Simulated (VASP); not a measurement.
# Ru (P6_3/mmc) in VASP: notebook

The runs below take Ru through single point, with LDA.

Program: VASP 6.6.1. These are calculated values, not measurements. Logs are shortened: lines on timing, memory, paths and dates and some standing lists are left out, and cuts for length are marked.

## Step 1: The cell of the first run

It takes space group P6_3/mmc (No. 194, hexagonal). The conventional cell has a = 2.476 Å, b = 2.476 Å, c = 3.944 Å, α = 90.00°, β = 90.00°, γ = 120.00°. Ru (site symmetry -6m2) has 12 Ru at 2.44 to 2.48 Å within 3.2 Å.

## Step 2: Single point, LDA (volume scaled by 0.8)

Contents of INCAR:

```
SYSTEM = Ru
PREC = Accurate ; ENCUT = 520
EDIFF = 1E-6 ; ISMEAR = -1
SIGMA = 0.05 ; LREAL = .FALSE.
LASPH = .TRUE. ; NELM = 80
ALGO = Normal ; ISIF = 2
LWAVE = .FALSE. ; LCHARG = .FALSE.
GGA = CA ; NBANDS = 21
```

Contents of KPOINTS:

```
regular mesh
0
G
  18 18 10
  0 0 0
```

Contents of POSCAR:

```
Ru
1.0
    2.4758442223      0.0000000000      0.0000000000
   -1.2379221112      2.1441439923      0.0000000000
    0.0000000000      0.0000000000      3.9439450912
Ru
2
Direct
    0.3333333333      0.6666666667      0.2500000000
    0.6666666667      0.3333333333      0.7500000000
```

Potentials or basis: VASP PAW LDA potentials, release 64 (Ru_pv).

Launch:

```
> cat potpaw_LDA.64/Ru_pv/POTCAR > POTCAR
> mpirun -np 1 vasp_std > vasp.out
```

OUTCAR:

```text
SYSTEM = Ru
   PREC = Accurate
   ENCUT = 520
   EDIFF = 1E-6
   ISMEAR = -1
   LREAL = .FALSE.
   LASPH = .TRUE.
   NELM = 80
   ISIF = 2
   GGA = CA

 ion  position               nearest neighbor table
   1  0.333  0.667  0.250-   2 2.44   2 2.44   2 2.44   2 2.44   2 2.44   2 2.44
   2  0.667  0.333  0.750-   1 2.44   1 2.44   1 2.44   1 2.44   1 2.44   1 2.44

  LATTYP: Found a hexagonal cell.
 ALAT       =     2.4758442223
 C/A-ratio  =     1.5929698063

  Lattice vectors:

 A1 = (   2.4758442223,   0.0000000000,   0.0000000000)
 A2 = (  -1.2379221112,   2.1441439923,   0.0000000000)
 A3 = (   0.0000000000,   0.0000000000,   3.9439450912)

Analysis of symmetry for initial positions (statically):
=====================================================================
 Subroutine PRICEL returns:
 Original cell was already a primitive cell.

 Routine SETGRP: Setting up the symmetry group for a
 hexagonal supercell.

 Subroutine GETGRP returns: Found 24 space group operations
 (whereof 12 operations were pure point group operations)
 out of a pool of 24 trial point group operations.

The static configuration has the point symmetry D_3d.
 The point group associated with its full space group is D_6h.

Analysis of symmetry for dynamics (positions and initial velocities):
=====================================================================
 Subroutine PRICEL returns:
 Original cell was already a primitive cell.

 Routine SETGRP: Setting up the symmetry group for a
 hexagonal supercell.

 Subroutine GETGRP returns: Found 24 space group operations
 (whereof 12 operations were pure point group operations)
 out of a pool of 24 trial point group operations.

The dynamic configuration has the point symmetry D_3d.
 The point group associated with its full space group is D_6h.

 Subroutine INISYM returns: Found 24 space group operations
 (whereof 12 operations are pure point group operations),
 and found     1 'primitive' translations

----------------------------------------------------------------------------------------

                                     Primitive cell

  volume of cell :      20.9367

  direct lattice vectors                    reciprocal lattice vectors
     2.475844222  0.000000000  0.000000000     0.403902633  0.233193294  0.000000000
    -1.237922111  2.144143992  0.000000000     0.000000000  0.466386588  0.000000000
     0.000000000  0.000000000  3.943945091     0.000000000  0.000000000  0.253553226

  length of vectors
     2.475844222  2.475844222  3.943945091     0.466386588  0.466386588  0.253553226

  position of ions in fractional coordinates (direct lattice)
     0.333333333  0.666666667  0.250000000
     0.666666667  0.333333333  0.750000000

  ion indices of the primitive-cell ions
   primitive index   ion index
                 1           1
                 2           2

----------------------------------------------------------------------------------------

 KPOINTS: regular mesh

Automatic generation of k-mesh.
 Grid dimensions read from file:
 generate k-points for:   18   18   10

 Generating k-lattice:

  Cartesian coordinates                     Fractional coordinates (reciprocal lattice)
     0.022439035  0.012955183  0.000000000     0.055555556 -0.000000000  0.000000000
     0.000000000  0.025910366  0.000000000     0.000000000  0.055555556  0.000000000
     0.000000000  0.000000000  0.025355323     0.000000000  0.000000000  0.100000000

  Length of vectors
     0.025910366  0.025910366  0.025355323

  Shift w.r.t. Gamma in fractional coordinates (k-lattice)
     0.000000000  0.000000000  0.000000000

 Subroutine IBZKPT returns following result:
 ===========================================

 Found    222 irreducible k-points:

 Following reciprocal coordinates:
            Coordinates               Weight
  0.000000  0.000000  0.000000      1.000000
  0.055556 -0.000000  0.000000      6.000000
  0.111111 -0.000000  0.000000      6.000000
  0.166667 -0.000000  0.000000      6.000000
  0.222222 -0.000000  0.000000      6.000000
  0.277778  0.000000  0.000000      6.000000
[... 16 lines left out ...]
  0.333333  0.111111  0.000000     12.000000
  0.388889  0.111111  0.000000     12.000000
 [... further k-points ...]
   k-points           NKPTS =    222   k-points in BZ     NKDIM =    222   number of bands    NBANDS=     21
   number of dos      NEDOS =    301   number of ions     NIONS =      2
   total plane-waves  NPLWV =   9720
   dimension x,y,z NGX =    18 NGY =   18 NGZ =   30
   dimension x,y,z NGXF=    36 NGYF=   36 NGZF=   60
   ions per type =               2
   NGX,Y,Z   is equivalent  to a cutoff of  12.09, 12.09, 12.65 a.u.
   NGXF,Y,Z  is equivalent  to a cutoff of  24.17, 24.17, 25.29 a.u.
 SYSTEM =  Ru
   PREC   = accura    normal or accurate (medium, high low for compatibility)
   ISTART =      0    job   : 0-new  1-cont  2-samecut
   ICHARG =      2    charge: 1-file 2-atom 10-const
   ISPIN  =      1    spin polarized calculation?
   LNONCOLLINEAR =      F non collinear calculations
   LSORBIT =      F    spin-orbit coupling
   LASPH  =      T    aspherical Exc in radial PAW
   ENCUT  =  520.0 eV  38.22 Ry    6.18 a.u.   4.60  4.60  7.33*2*pi/ulx,y,z
   NELM   =     80;   NELMIN=  2; NELMDL= -5     # of ELM steps
   EDIFF  = 0.1E-05   stopping-criterion for ELM
   LREAL  =      F    real-space projection
   EDIFFG = 0.1E-04   stopping-criterion for IOM
   NSW    =      0    number of steps for IOM
   IBRION =     -1    ionic relax: 0-MD 1-quasi-New 2-CG
   NFREE  =      0    steps in history (QN), initial steepest desc. (CG)
   ISIF   =      2    stress and relaxation
   ISYM   =      2    0-nonsym 1-usesym 2-fastsym
   POTIM  = 0.5000    time-step for ionic-motion
   TEBEG  =    0.0;   TEEND  =   0.0 temperature during run
   PSTRESS=    0.0 pullay stress
   NELECT =      28.0000    total number of electrons
   NUPDOWN=      -1.0000    fix difference up-down
   EMIN   =  10.00;   EMAX   =-10.00  energy-range for DOS
   EFERMI =   0.00;   METHOD = LEGACY
   ISMEAR =    -1;   SIGMA  =   0.05  broadening in eV -4-tet -1-fermi 0-gaus
   EFERMI_NEDOS =   21; number of points for ismear=-14 and -15
   IALGO  =     38    algorithm
   IMIX   =      4    mixing-type and parameters
     AMIX     =   0.40;   BMIX     =  1.00
     AMIX_MAG =   1.60;   BMIX_MAG =  1.00
  volume/ion in A,a.u.               =      10.47        70.64
  Fermi-wavevector in a.u.,A,eV,Ry     =   1.803674  3.408450 44.263034  3.253241
  Thomas-Fermi vector in A             =   2.863736
   LORBIT       =      0    0 simple, 1 ext, 2 COOP (PROOUT), +10 PAW based schemes
   GGA     = CA    functional components
   LHFCALC =     F    Hartree Fock is set to
   AEXX    =    0.0000 exact exchange contribution
   IVDW    =     0    specifies the selected vdW correction
   LEPSILON=     F    determine dielectric tensor
   LRPA    =     F    only Hartree local field effects (RPA)
 non-spin polarized calculation
  energy-cutoff  :      520.00
  volume of cell :       20.94
 maximum number of plane-waves:       578
   NGX =  9   NGY =  9   NGZ = 15

 number of electron      27.9999995 magnetization

 Free energy of the ion-electron system (eV)
  ---------------------------------------------------
  ext. energy  EPLUGINS =         0.00000000
  ---------------------------------------------------
  free energy    TOTEN  =       -19.50458413 eV

  energy without entropy =      -19.49503867  energy(sigma->0) =      -19.49981140

 E-fermi :  18.1137     XC(G=0): -16.0293

 val. band max:       18.1000774512   @ k =   0.1667   0.1111   0.3000
 cond. band min:      18.1288469970   @ k =   0.2222  -0.0000   0.4000
 fundamental gap:      0.0287695458
 Fermi energy:        18.1137152807

 k-point     1 :       0.0000    0.0000    0.0000
  band No.  band energies     occupation
      1     -26.7435      2.00000
      2     -24.5811      2.00000
      3     -24.5811      2.00000
      4     -24.2193      2.00000
      5     -24.2193      2.00000
      6     -24.1423      2.00000
[... 13 lines left out ...]
     20      27.9287      0.00000
     21      31.8345      0.00000

 k-point     2 :       0.0556   -0.0000    0.0000
  band No.  band energies     occupation
      1     -26.7197      2.00000
      2     -24.6379      2.00000
      3     -24.5997      2.00000
      4     -24.2778      2.00000
      5     -24.2262      2.00000
      6     -24.1529      2.00000
[... 13 lines left out ...]
     20      27.9287      0.00000
     21      31.8499      0.00000

 k-point     3 :       0.1111   -0.0000    0.0000
  band No.  band energies     occupation
      1     -26.6495      2.00000
      2     -24.8007      2.00000
      3     -24.6521      2.00000
      4     -24.4435      2.00000
      5     -24.2470      2.00000
      6     -24.1847      2.00000
[... 13 lines left out ...]
     20      27.9287      0.00000
     21      31.8321      0.00000

 k-point     4 :       0.1667   -0.0000    0.0000
  band No.  band energies     occupation
      1     -26.5368      2.00000
      2     -25.0483      2.00000
      3     -24.7293      2.00000
      4     -24.6898      2.00000
      5     -24.2809      2.00000
      6     -24.2382      2.00000
[... 13 lines left out ...]
     20      27.9286      0.00000
     21      31.6824      0.00000

 k-point     5 :       0.2222   -0.0000    0.0000
  band No.  band energies     occupation
      1     -26.3884      2.00000
      2     -25.3488      2.00000
      3     -24.9809      2.00000
      4     -24.8204      2.00000
      5     -24.3250      2.00000
      6     -24.3137      2.00000
[... 13 lines left out ...]
     20      27.9285      0.00000
     21      31.3928      0.00000

 k-point     6 :       0.2778    0.0000    0.0000
  band No.  band energies     occupation
      1     -26.2136      2.00000
      2     -25.6645      2.00000
      3     -25.2788      2.00000
      4     -24.9138      2.00000
      5     -24.4105      2.00000
      6     -24.3740      2.00000
[... 13 lines left out ...]
     20      28.8374      0.00000
     21      31.0336      0.00000

 k-point     7 :       0.3333    0.0000    0.0000
  band No.  band energies     occupation
      1     -26.0253      2.00000
      2     -25.9567      2.00000
      3     -25.5491      2.00000
      4     -24.9989      2.00000
      5     -24.5249      2.00000
      6     -24.4215      2.00000
[... 13 lines left out ...]
     20      30.4444      0.00000
     21      30.6306      0.00000
[... 291 lines left out ...]
      1     -26.3270      2.00000
      2     -25.3649      2.00000
      3     -25.2091      2.00000
      4     -24.7711      2.00000
      5     -24.4157      2.00000
      6     -24.3464      2.00000
[... 13 lines left out ...]
     20      27.9285      0.00000
     21      31.3387      0.00000

 k-point    21 :       0.2222    0.1111    0.0000
  band No.  band energies     occupation
      1     -26.1562      2.00000
      2     -25.6511      2.00000
      3     -25.4234      2.00000
      4     -24.9124      2.00000
      5     -24.4850      2.00000
      6     -24.4436      2.00000
[... 13 lines left out ...]
     20      29.5158      0.00000
     21      31.0909      0.00000

 k-point    22 :       0.2778    0.1111    0.0000
  band No.  band energies     occupation
      1     -25.9714      2.00000
      2     -25.9239      2.00000
      3     -25.6108      2.00000
      4     -25.0467      2.00000
      5     -24.5588      2.00000
      6     -24.5473      2.00000
[... 13 lines left out ...]
     20      30.8785      0.00000
     21      31.1095      0.00000

 k-point    23 :       0.3333    0.1111    0.0000
  band No.  band energies     occupation
      1     -26.1438      2.00000
      2     -25.7901      2.00000
      3     -25.7605      2.00000
      4     -25.1544      2.00000
      5     -24.6831      2.00000
      6     -24.5974      2.00000
[... 13 lines left out ...]
     20      29.9785      0.00000
     21      31.7269      0.00000

 k-point    24 :       0.3889    0.1111    0.0000
  band No.  band energies     occupation
      1     -26.2856      2.00000
      2     -25.8578      2.00000
      3     -25.6421      2.00000
      4     -25.2233      2.00000
      5     -24.7937      2.00000
      6     -24.6299      2.00000
[... 13 lines left out ...]
     20      28.1988      0.00000
     21      31.9453      0.00000

 [... further k-points ...]
[... 5 lines left out ...]
  --------------------------------------------------------------------------------------
  -------------------------------------------------------------------------------------
  Total       18.4081834     18.4081834     18.4443490     -0.0000000      0.0000000      0.0000000
  in kB     1408.6833851   1408.6833851   1411.4509470     -0.0000000      0.0000000      0.0000000
  external PRESSURE =    1409.6059057 kB  Pullay stress =       0.0000000 kB

 VOLUME and BASIS-vectors are now :
 -----------------------------------------------------------------------------
  energy-cutoff  :      520.00
  volume of cell :       20.94
      direct lattice vectors                 reciprocal lattice vectors
     2.475844222  0.000000000  0.000000000     0.403902633  0.233193294  0.000000000
    -1.237922111  2.144143992  0.000000000     0.000000000  0.466386588  0.000000000
     0.000000000  0.000000000  3.943945091     0.000000000  0.000000000  0.253553226

 POSITION                                       TOTAL-FORCE (eV/Angst)
 -----------------------------------------------------------------------------------
     -0.00000      1.42943      0.98599         0.000000      0.000000      0.000000
      1.23792      0.71471      2.95796        -0.000000      0.000000      0.000000
 -----------------------------------------------------------------------------------
    total drift:                               -0.000000      0.000000     -0.000000

  FREE ENERGIE OF THE ION-ELECTRON SYSTEM (eV)
  ---------------------------------------------------
  free  energy   TOTEN  =       -19.5045841303 eV

  energy  without entropy=      -19.4950386654  energy(sigma->0) =      -19.49981140
```

Run time: 1.9 min. Hardware: 1 thread of AMD EPYC 7R13, shared host; peak memory 0.15 GiB.

Results:

```yaml
Free_energy: -19.5046 eV
Pressure: 141.0 GPa
Band_gap_on_the_k_mesh: zero (band 14 reaches 20.39 eV, above the bottom of band 15 at 15.67 eV)
```

Stress tensor (GPa, compression positive):
```
140.87   0.00   0.00
  0.00 140.87   0.00
  0.00   0.00 141.15
```

Caveat: the cell differs from its parent crystal (volume scaled by 0.8).

## Step 3: Single point, LDA

This run uses another cell than the first one, of 11.52 Å³/atom, 1.100 times its volume.

Contents of INCAR:

```
PREC = Accurate
ENCUT = 520
EDIFF = 1E-6
ISMEAR = -1
SIGMA = 0.05
LREAL = False
LASPH = True
NELM = 80
ALGO = Normal
ISIF = 2
LWAVE = False
LCHARG = True
GGA = CA
LELF = True
LVHAR = True
NBANDS = 21
```

Contents of KPOINTS:

```
regular mesh
0
Gamma
  18 18 10
```

Contents of POSCAR:

```
Ru
1.0
    2.5582542663      0.0000000000      0.0000000000
   -1.2791271331      2.2155131839      0.0000000000
    0.0000000000      0.0000000000      4.0633362500
Ru
2
Direct
    0.3333333333      0.6666666667      0.2500000000
    0.6666666667      0.3333333333      0.7500000000
```

Potentials or basis: VASP PAW LDA potentials, release 64 (Ru_pv).

Launch:

```
> cat potpaw_LDA.64/Ru_pv/POTCAR > POTCAR
> mpirun -np 1 vasp_std > vasp.out
```

It took 2 min on 1 thread of AMD EPYC 7R13, shared host; peak memory 0.16 GiB.

The run converged. Its results:

```yaml
Free_energy: -20.8161 eV
Pressure: 65.3 GPa
Band_gap_on_the_k_mesh: zero (band 14 reaches 17.91 eV, above the bottom of band 15 at 13.85 eV)
```

Stress tensor (GPa, compression positive):
```
65.23  0.00  0.00
 0.00 65.23  0.00
 0.00  0.00 65.40
```

Levels at points of the mesh, in eV from the Fermi level:
```csv
k point,band 12,band 13,band 14,band 15,band 16,band 17
"(0.00, 0.00, 0.00)",-2.46,-2.46,-1.75,-1.75,1.52,1.52
"(0.50, 0.00, 0.00)",-2.01,-1.90,1.94,2.48,2.54,5.15
"(0.00, 0.00, 0.50)",-3.54,-3.26,-3.26,0.74,0.74,0.74
"(0.50, 0.00, 0.50)",-1.35,0.62,0.62,2.26,2.26,4.18
```
